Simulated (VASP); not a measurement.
Set up this calculation in VASP 6.6.1, as the native input.

```yaml
Task: single point
Functional: r2SCAN
Potentials_or_basis: VASP PAW PBE potentials, release 64 (Mg, O)
Cutoff: 520 eV
k_mesh: 2 × 2 × 1
Occupations: gaussian, width 0.05 eV
Spin: no spin polarisation
Dipole_correction: no
Further_INCAR_settings: LREAL = Auto; ALGO = Normal; EDIFF = 1e-06; NBANDS = 67
```

Mg13O12, a slab with vacuum:

```
CELL_PARAMETERS angstrom
5.72898 0.00000 0.00000
2.86449 4.96144 0.00000
0.00000 0.00000 17.84711
ATOMIC_POSITIONS crystal
Mg 0.00000 0.00000 0.05603
Mg 0.00000 0.50000 0.05603
Mg 0.50000 0.00000 0.05603
Mg 0.50000 0.50000 0.05603
Mg 0.66778 0.66778 0.19856
Mg 0.66775 0.16446 0.19856
Mg 0.16446 0.66775 0.19856
Mg 0.16666 0.16666 0.19699
Mg 0.33068 0.33068 0.33361
Mg 0.33076 0.83854 0.33358
Mg 0.83854 0.33076 0.33358
Mg 0.83341 0.83341 0.35051
Mg 0.50010 0.50010 0.45484
O 0.33333 0.83333 0.12156
O 0.33333 0.33333 0.12156
O 0.83333 0.83333 0.12156
O 0.83333 0.33333 0.12156
O 0.00060 0.49881 0.25980
O 0.00057 0.00057 0.25981
O 0.50001 0.50001 0.25845
O 0.49881 0.00060 0.25980
O 0.65977 0.18045 0.39748
O 0.65985 0.65985 0.39744
O 0.16662 0.16662 0.39740
O 0.18045 0.65977 0.39748
```

One way to write it, as run:

POSCAR

```
Mg13O12
1.0
    5.7289789727      0.0000000158      0.0000000000
    2.8644900000      4.9614410315      0.0000000000
    0.0000000000      0.0000000000     17.8471150000
Mg O
13 12
Direct
    0.0000000000      0.0000000000      0.0560314700
   -0.0000000300      0.5000000300      0.0560314700
    0.5000000300     -0.0000000300      0.0560314700
    0.5000000000      0.5000000000      0.0560314700
    0.6677820968      0.6677820968      0.1985562846
    0.6677484250      0.1644648305      0.1985640264
    0.1644648305      0.6677484250      0.1985640264
    0.1666613495      0.1666613495      0.1969918568
    0.3306822529      0.3306822529      0.3336090747
    0.3307611198      0.8385410218      0.3335792434
    0.8385410218      0.3307611198      0.3335792434
    0.8334140933      0.8334140933      0.3505056012
    0.5000981669      0.5000981669      0.4548433545
    0.3333333050      0.8333333600      0.1215559500
    0.3333333350      0.3333333350      0.1215559500
    0.8333333300      0.8333333300      0.1215559500
    0.8333333600      0.3333333050      0.1215559500
    0.0005997638      0.4988149426      0.2597959966
    0.0005732556      1.0005732556      0.2598144578
    0.5000096687      0.5000096687      0.2584501431
    0.4988149426      1.0005997638      0.2597959966
    0.6597672843      0.1804527615      0.3974845504
    0.6598517740      0.6598517740      0.3974356417
    0.1666236978      0.1666236978      0.3973952509
    0.1804527615      0.6597672843      0.3974845504
```

INCAR.step1

```
SYSTEM = Mg13O12
PREC = Accurate ; ENCUT = 520
ISMEAR = 0 ; SIGMA = 0.05
LREAL = Auto ; LASPH = .True.
NELM = 100 ; NBANDS = 67
GGA = PE ; ALGO = Normal
EDIFF = 1E-4 ; LWAVE = .True.
LCHARG = .False.
```

INCAR.step2

```
SYSTEM = Mg13O12
PREC = Accurate ; ENCUT = 520
EDIFF = 1E-6 ; ISMEAR = 0
SIGMA = 0.05 ; LREAL = Auto
LASPH = .True. ; NELM = 100
ALGO = Normal ; ISIF = 2
LWAVE = .False. ; LCHARG = .False.
METAGGA = R2SCAN ; LMIXTAU = .True.
NBANDS = 67 ; ISTART = 1
```

KPOINTS

```
regular mesh
0
Gamma
  2 2 1
  0 0 0
```

Potentials or basis: VASP PAW PBE potentials, release 64 (Mg, O).

The run is started by

```sh
$ cat potpaw_PBE.64/Mg/POTCAR potpaw_PBE.64/O/POTCAR > POTCAR
$ cp INCAR.step1 INCAR
$ mpirun -np 1 vasp_std > vasp.out
$ cp INCAR.step2 INCAR
$ mpirun -np 1 vasp_std > vasp.out
```

It gave:

```json
{"Largest force": "0.531 eV/Å", "Band gap on the k mesh": "zero (bands 49 and 50 overlap by 0.18 eV)"}
```

Caveat: the k points lie up to 0.63 Å⁻¹ apart; there is no dipole correction, which matters where the two faces differ; the PAW data sets were made with another functional, which shifts forces and pressure a little.

It took 22 min on 1 thread of Intel(R) Xeon(R) Platinum 8259CL CPU @ 2.50GHz (Skylake/Cascade Lake), with other jobs on the host, peak memory 0.78 GiB.
